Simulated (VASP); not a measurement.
# MgO (Fm-3m) in VASP: further runs

Aim: see how the results for MgO move with the level of theory and the settings. Levels: LDA, PBE, PBEsol, r2SCAN. Tasks: single point.

All numbers are computed with VASP 6.6.1; they aren't measurements. Logs are shortened: lines on timing, memory, paths and dates and some standing lists are left out, and cuts for length are marked.

**1. The cell of the first run**

It takes space group Fm-3m (No. 225, cubic). The conventional cell has a = 4.214 Å, b = 4.214 Å, c = 4.214 Å, α = 90.00°, β = 90.00°, γ = 90.00°. Within 2.8 Å of Mg (site symmetry m-3m) lie 6 O at 2.11 Å. O (site symmetry m-3m) has 6 Mg at 2.11 Å within 2.8 Å.

**2. Single point, LDA**

The input, INCAR:

```
  ALGO = Normal
  EDIFF = 1E-6
  ENCUT = 520
  GGA = CA
  ISIF = 2
  ISMEAR = -1
  LASPH = T
  LCHARG = T
  LELF = T
  LREAL = F
  LVHAR = T
  LWAVE = F
  NBANDS = 11
  NELM = 60
  PREC = Accurate
  SIGMA = 0.05
```

The input, KPOINTS:

```
k-points
0
Gamma
  10 10 10
```

The input, POSCAR:

```
MgO
1.0
    0.0000000000      2.1072020000      2.1072020000
    2.1072020000      0.0000000000      2.1072020000
    2.1072020000      2.1072020000      0.0000000000
Mg O
1 1
Direct
    0.0000000000      0.0000000000      0.0000000000
    0.5000000000      0.5000000000      0.5000000000
```

Potentials or basis: VASP PAW LDA potentials, release 64 (Mg, O).

Started as:

```bash
> cat potpaw_LDA.64/Mg/POTCAR potpaw_LDA.64/O/POTCAR > POTCAR
> mpirun -np 1 vasp_std > vasp.out
```

OUTCAR:

```text
EDIFF = 1E-6
   ENCUT = 520
   GGA = CA
   ISIF = 2
   ISMEAR = -1
   LASPH = T
   LREAL = F
   NELM = 60
   PREC = Accurate

 ion  position               nearest neighbor table
   1  0.000  0.000  0.000-   2 2.11   2 2.11   2 2.11   2 2.11   2 2.11   2 2.11
   2  0.500  0.500  0.500-   1 2.11   1 2.11   1 2.11   1 2.11   1 2.11   1 2.11

  LATTYP: Found a face centered cubic cell.
 ALAT       =     4.2144040000

  Lattice vectors:

 A1 = (   0.0000000000,   2.1072020000,   2.1072020000)
 A2 = (   2.1072020000,   0.0000000000,   2.1072020000)
 A3 = (   2.1072020000,   2.1072020000,   0.0000000000)

Analysis of symmetry for initial positions (statically):
=====================================================================
 Subroutine PRICEL returns:
 Original cell was already a primitive cell.

 Routine SETGRP: Setting up the symmetry group for a
 face centered cubic supercell.

 Subroutine GETGRP returns: Found 48 space group operations
 (whereof 48 operations were pure point group operations)
 out of a pool of 48 trial point group operations.

The static configuration has the point symmetry O_h .

Analysis of symmetry for dynamics (positions and initial velocities):
=====================================================================
 Subroutine PRICEL returns:
 Original cell was already a primitive cell.

 Routine SETGRP: Setting up the symmetry group for a
 face centered cubic supercell.

 Subroutine GETGRP returns: Found 48 space group operations
 (whereof 48 operations were pure point group operations)
 out of a pool of 48 trial point group operations.

The dynamic configuration has the point symmetry O_h .

 Subroutine INISYM returns: Found 48 space group operations
 (whereof 48 operations are pure point group operations),
 and found     1 'primitive' translations

----------------------------------------------------------------------------------------

                                     Primitive cell

  volume of cell :      18.7132

  direct lattice vectors                    reciprocal lattice vectors
     0.000000000  2.107202000  2.107202000    -0.237281476  0.237281476  0.237281476
     2.107202000  0.000000000  2.107202000     0.237281476 -0.237281476  0.237281476
     2.107202000  2.107202000  0.000000000     0.237281476  0.237281476 -0.237281476

  length of vectors
     2.980033647  2.980033647  2.980033647     0.410983571  0.410983571  0.410983571

  position of ions in fractional coordinates (direct lattice)
     0.000000000  0.000000000  0.000000000
     0.500000000  0.500000000  0.500000000

  ion indices of the primitive-cell ions
[... 79 lines left out ...]
   IBRION =     -1    ionic relax: 0-MD 1-quasi-New 2-CG
   NFREE  =      0    steps in history (QN), initial steepest desc. (CG)
   ISIF   =      2    stress and relaxation
   ISYM   =      2    0-nonsym 1-usesym 2-fastsym
   POTIM  = 0.5000    time-step for ionic-motion
   TEBEG  =    0.0;   TEEND  =   0.0 temperature during run
   PSTRESS=    0.0 pullay stress
   NELECT =       8.0000    total number of electrons
   NUPDOWN=      -1.0000    fix difference up-down
   EMIN   =  10.00;   EMAX   =-10.00  energy-range for DOS
   EFERMI =   0.00;   METHOD = LEGACY
   ISMEAR =    -1;   SIGMA  =   0.05  broadening in eV -4-tet -1-fermi 0-gaus
   EFERMI_NEDOS =   21; number of points for ismear=-14 and -15
   IALGO  =     38    algorithm
   IMIX   =      4    mixing-type and parameters
     AMIX     =   0.40;   BMIX     =  1.00
     AMIX_MAG =   1.60;   BMIX_MAG =  1.00
  volume/ion in A,a.u.               =       9.36        63.14
  Fermi-wavevector in a.u.,A,eV,Ry     =   1.233262  2.330527 20.693577  1.520935
  Thomas-Fermi vector in A             =   2.367999
   LORBIT       =      0    0 simple, 1 ext, 2 COOP (PROOUT), +10 PAW based schemes
   GGA     = CA    functional components
   LHFCALC =     F    Hartree Fock is set to
   AEXX    =    0.0000 exact exchange contribution
   IVDW    =     0    specifies the selected vdW correction
   LEPSILON=     F    determine dielectric tensor
   LRPA    =     F    only Hartree local field effects (RPA)
 non-spin polarized calculation
  energy-cutoff  :      520.00
  volume of cell :       18.71
 maximum number of plane-waves:       531
 NGX is ok and might be reduce to    24
   NGX = 11   NGY = 11   NGZ = 11

 number of electron       8.0000005 magnetization

 Free energy of the ion-electron system (eV)
  ---------------------------------------------------
  ext. energy  EPLUGINS =         0.00000000
  ---------------------------------------------------
  free energy    TOTEN  =       -13.42335263 eV

  energy without entropy =      -13.42335263  energy(sigma->0) =      -13.42335263

 E-fermi :   3.9180     XC(G=0): -11.5838

 val. band max:        2.8679045707   @ k =   0.0000   0.0000   0.0000
 cond. band min:       7.5081615775   @ k =   0.0000   0.0000   0.0000
 fundamental gap:      4.6402570068
 Fermi energy:         3.9180053441

 k-point     1 :       0.0000    0.0000    0.0000
  band No.  band energies     occupation
      1     -14.1257      2.00000
      2       2.8679      2.00000
      3       2.8679      2.00000
      4       2.8679      2.00000
      5       7.5082      0.00000
      6      18.3842      0.00000
      7      18.3842      0.00000
      8      18.3842      0.00000
      9      22.4043      0.00000
     10      24.0455      0.00000
     11      24.0455      0.00000
[... 309 lines left out ...]
 k-point    24 :       0.4000    0.3000    0.0000
  band No.  band energies     occupation
      1     -12.8291      2.00000
      2      -0.7557      2.00000
      3       1.5408      2.00000
      4       1.7650      2.00000
      5      12.2420      0.00000
      6      12.8229      0.00000
      7      16.1738      0.00000
      8      20.7062      0.00000
      9      20.9167      0.00000
     10      27.4192      0.00000
     11      29.5277      0.00000

 [... further k-points ...]
[... 5 lines left out ...]
  --------------------------------------------------------------------------------------
  -------------------------------------------------------------------------------------
  Total       -0.9300848     -0.9300848     -0.9300848     -0.0000000      0.0000000      0.0000000
  in kB      -79.6314481    -79.6314481    -79.6314481     -0.0000000      0.0000000      0.0000000
  external PRESSURE =     -79.6314481 kB  Pullay stress =       0.0000000 kB

 VOLUME and BASIS-vectors are now :
 -----------------------------------------------------------------------------
  energy-cutoff  :      520.00
  volume of cell :       18.71
      direct lattice vectors                 reciprocal lattice vectors
     0.000000000  2.107202000  2.107202000    -0.237281476  0.237281476  0.237281476
     2.107202000  0.000000000  2.107202000     0.237281476 -0.237281476  0.237281476
     2.107202000  2.107202000  0.000000000     0.237281476  0.237281476 -0.237281476

 POSITION                                       TOTAL-FORCE (eV/Angst)
 -----------------------------------------------------------------------------------
      0.00000      0.00000      0.00000         0.000000      0.000000     -0.000000
      2.10720      2.10720      2.10720         0.000000      0.000000      0.000000
 -----------------------------------------------------------------------------------
    total drift:                               -0.000000     -0.000000      0.000000

  FREE ENERGIE OF THE ION-ELECTRON SYSTEM (eV)
  ---------------------------------------------------
  free  energy   TOTEN  =       -13.4233526256 eV

  energy  without entropy=      -13.4233526255  energy(sigma->0) =      -13.42335263
```

stdout:

```text
POSCAR found type information on POSCAR MgO
 POSCAR found :  2 types and       2 ions
 scaLAPACK will be used
 LDA part: xc-table for (Slater(with rela. corr.)+CA(PZ))
 , standard interpolation
 POSCAR, INCAR and KPOINTS ok, starting setup
 FFT: planning ... GRIDC
 FFT: planning ... GRID_SOFT
 FFT: planning ... GRID
 WAVECAR not read
 entering main loop
```

Run time: 7.9 s. Hardware: 1 thread of Intel Xeon Platinum 8259CL at 2.50GHz (Skylake/Cascade Lake), shared host; peak memory 0.13 GiB.

What came out:

```yaml
Free_energy: -13.4234 eV
Pressure: -8.0 GPa
Band_gap_on_the_k_mesh: 4.64 eV, direct
```

Levels at points of the mesh, in eV from the valence-band top:
| k point | band 2 | band 3 | band 4 | band 5 | band 6 | band 7 |
| --- | --- | --- | --- | --- | --- | --- |
| (0.00, 0.00, 0.00) | 0.00 | 0.00 | 0.00 | 4.64 | 15.52 | 15.52 |
| (0.50, 0.00, 0.00) | -4.69 | -0.66 | -0.66 | 7.72 | 12.38 | 15.98 |
| (0.50, 0.50, 0.00) | -4.15 | -1.37 | -1.37 | 8.89 | 9.68 | 12.88 |

As with any semilocal functional, this LDA gap is likely too small.

**3. Single point, PBE**

The input, INCAR:

```
SYSTEM = MgO
PREC = Accurate ; ENCUT = 520
EDIFF = 1E-7 ; ISMEAR = -1
SIGMA = 0.05 ; LREAL = .FALSE.
LASPH = .TRUE. ; NELM = 100
ALGO = Normal ; ISIF = 2
LWAVE = .FALSE. ; LCHARG = .TRUE.
GGA = PE ; LELF = .TRUE.
LVHAR = .TRUE. ; NBANDS = 11
```

The input, KPOINTS:

```
Automatic mesh
0
G
  10 10 10
  0 0 0
```

POSCAR is that of step 2.

Potentials or basis: VASP PAW PBE potentials, release 64 (Mg, O).

Started as:

```bash
> cat potpaw_PBE.64/Mg/POTCAR potpaw_PBE.64/O/POTCAR > POTCAR
> mpirun -np 1 vasp_std > vasp.out
```

Wall time 16 s (1 thread of Intel Xeon Platinum 8259CL at 2.50GHz (Skylake/Cascade Lake), shared host); peak memory 0.14 GiB.

The run converged. Its results:

```yaml
Free_energy: -11.9063 eV
Pressure: 3.7 GPa
Band_gap_on_the_k_mesh: 4.71 eV, direct
```

Levels at points of the mesh, in eV from the valence-band top:
```
           k point  band 1  band 2  band 3  band 4  band 5  band 6  band 7  band 8  band 9
(0.00, 0.00, 0.00)  -17.25    0.00    0.00    0.00    4.71   15.79   15.79   15.79   19.70
(0.50, 0.00, 0.00)  -15.97   -4.61   -0.65   -0.65    7.89   12.59   16.29   16.29   20.87
(0.50, 0.50, 0.00)  -15.72   -4.08   -1.35   -1.35    9.12    9.95   13.08   18.95   18.95
```

**4. Single point, PBEsol**

The input, INCAR:

```
SYSTEM = MgO
PREC     = Accurate       ! precision mode
ENCUT    = 520            ! plane-wave cutoff, eV
EDIFF    = 1E-6           ! SCF threshold, eV
ISMEAR   = -1             ! smearing method
SIGMA    = 0.05           ! smearing width, eV
LREAL    = .False.        ! projectors in reciprocal space
LASPH    = .True.         ! aspherical terms in the spheres
NELM     = 100            ! most SCF steps
ALGO     = Normal         ! electronic algorithm
ISIF     = 2              ! what is computed and relaxed
LWAVE    = .False.        ! write WAVECAR
LCHARG   = .True.         ! write CHGCAR
GGA      = PS             ! functional
LELF     = .True.         ! ELF
LVHAR    = .True.       
NBANDS   = 11             ! bands
```

The input, KPOINTS:

```
regular mesh
0
Gamma
  10 10 10
  0 0 0
```

POSCAR is that of step 3.

Started as:

```bash
> cat potpaw_PBE.64/Mg/POTCAR potpaw_PBE.64/O/POTCAR > POTCAR
> mpirun -np 1 vasp_std > vasp.out
```

Run time: 12 s. Hardware: 1 thread of Intel Xeon 8259CL, shared host; peak memory 0.14 GiB.

The run converged. Its results:

```
Free energy            : -12.5125 eV
Pressure               : -0.5 GPa
Band gap on the k mesh : 4.62 eV, direct
```

Levels at points of the mesh, in eV from the valence-band top:
```tsv
k point	band 2	band 3	band 4	band 5	band 6	band 7
(0.00, 0.00, 0.00)	0.00	0.00	0.00	4.62	15.62	15.62
(0.50, 0.00, 0.00)	-4.67	-0.66	-0.66	7.73	12.49	16.16
(0.50, 0.50, 0.00)	-4.14	-1.36	-1.36	8.92	9.86	12.96
```

Caveat: the PAW data sets were made with another functional, which shifts forces and pressure a little.

**5. Single point, r2SCAN**

POSCAR is that of step 4.

The input, INCAR.step1:

```
ALGO = Normal
EDIFF = 1E-4
ENCUT = 520
GGA = PE
ISMEAR = -1
LASPH = True
LCHARG = False
LREAL = False
LWAVE = True
NBANDS = 11
NELM = 100
PREC = Accurate
SIGMA = 0.05
```

The input, INCAR.step2:

```
ALGO = Normal
EDIFF = 1E-7
ENCUT = 520
ISIF = 2
ISMEAR = -1
ISTART = 1
LASPH = True
LCHARG = True
LELF = True
LMIXTAU = True
LREAL = False
LVHAR = True
LWAVE = False
METAGGA = R2SCAN
NBANDS = 11
NELM = 100
PREC = Accurate
SIGMA = 0.05
```

The input, KPOINTS:

```
k-points
0
Gamma
  10 10 10
```

Started as:

```bash
> cat potpaw_PBE.64/Mg/POTCAR potpaw_PBE.64/O/POTCAR > POTCAR
> cp INCAR.step1 INCAR
> mpirun -np 1 vasp_std > vasp.out
> cp INCAR.step2 INCAR
> mpirun -np 1 vasp_std > vasp.out
```

Run time: 50 s. Hardware: 1 thread of Intel Xeon 8259CL, shared host; peak memory 0.15 GiB.

Results (log left out):

| Quantity | Value |
| --- | --- |
| Free energy | -16.1599 eV |
| Pressure | -2.3 GPa |
| Band gap on the k mesh | 5.59 eV, direct |

Levels at points of the mesh, in eV from the valence-band top:
```
           k point  band 1  band 2  band 3  band 4  band 5  band 6  band 7  band 8
(0.00, 0.00, 0.00)  -18.19    0.00    0.00    0.00    5.59   16.82   16.82   16.82
(0.50, 0.00, 0.00)  -16.95   -4.60   -0.67   -0.67    8.79   13.79   17.40   17.40
(0.50, 0.50, 0.00)  -16.70   -4.09   -1.37   -1.37   10.03   11.04   14.27   20.34
```

Caveat: the PAW data sets were made with another functional, which shifts forces and pressure a little.

**6. The runs side by side**

| level | potentials or basis | gap on the mesh (eV) | pressure (GPa) |
| --- | --- | --- | --- |
| LDA | VASP PAW LDA potentials, release 64 (Mg, O) | 4.64 | -8.0 |
| PBE | VASP PAW PBE potentials, release 64 (Mg, O) | 4.71 | 3.7 |
| PBEsol | VASP PAW PBE potentials, release 64 (Mg, O) | 4.62 | -0.5 |
| r2SCAN | VASP PAW PBE potentials, release 64 (Mg, O) | 5.59 | -2.3 |

Alike in all rows: task single point; no spin polarisation; cell as given; k mesh 10 × 10 × 10; cutoff (eV) 520; smearing fermi-dirac 0.05 eV.

Caveats: the PAW data sets were made with another functional, which shifts forces and pressure a little (some runs).

Total energies depend on the potentials used, so only differences within one code and one set of settings carry meaning.
